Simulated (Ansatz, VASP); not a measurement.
**W in VASP and in Ansatz**

```
CELL_PARAMETERS angstrom
-1.59256 1.59256 1.59256
1.59256 -1.59256 1.59256
1.59256 1.59256 -1.59256
ATOMIC_POSITIONS crystal
W 0.00000 0.00000 0.00000
```

Alike in both runs: functional PBE; k mesh 8 × 8 × 8; occupations gaussian, width 0.1 eV; no spin polarisation.

Ansatz relaxed the structure, and its values are those at the end. VASP's run is a single point on that final structure, the one shown.

|  | VASP | Ansatz |
| --- | --- | --- |
| version | VASP 6.6.1 | Ansatz 0.2.0 |
| potentials or method | VASP PAW PBE potentials, release 64 (W_sv), cutoff 500 eV | scalar-relativistic, plane waves, PAW |
| valence electrons in the cell | 14 | 14 |

|  | VASP | Ansatz | Ansatz less VASP |
| --- | --- | --- | --- |
| gap on the k mesh at the Fermi level (eV) | none | none | - |
| pressure (GPa) | 0.4 | -0.1 | -0.47 |

A gap of «none» marks a metal or a gap that the smearing closes.

Spin-orbit coupling is off throughout.
